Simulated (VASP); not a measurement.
**NbCu: single point with PBEsol**

The system is NbCu.

```
CELL_PARAMETERS angstrom
0.00000 2.52868 2.52868
2.52868 0.00000 2.52868
2.52868 2.52868 0.00000
ATOMIC_POSITIONS crystal
Nb 0.00000 0.00000 0.00000
Cu 0.50000 0.50000 0.50000
```

* Program: VASP 6.6.1
* Task: single point
* Functional: PBEsol
* Potentials or basis: VASP PAW PBE potentials, release 64 (Nb_sv, Cu)
* Cutoff: 520 eV
* k mesh: 9 × 9 × 9
* Occupations: fermi-dirac, width 0.05 eV
* Spin: no spin polarisation

```yaml
Pressure: 0.0 GPa
Band_gap_on_the_k_mesh: zero (bands 12 and 13 overlap by 1.95 eV)
```

Levels at points of the mesh, in eV from the Fermi level:
```
           k point  band 9  band 10  band 11  band 12  band 13  band 14  band 15  band 16
(0.00, 0.00, 0.00)   -4.15    -4.15     1.07     1.07     1.07     2.56     2.56     9.05
```

Wall time 15 s on 1 thread of Intel(R) Xeon(R) 6975P-C (Granite Rapids), with other jobs on the host, peak memory 0.17 GiB.

Caveat: the PAW data sets were made with another functional, which shifts forces and pressure a little.
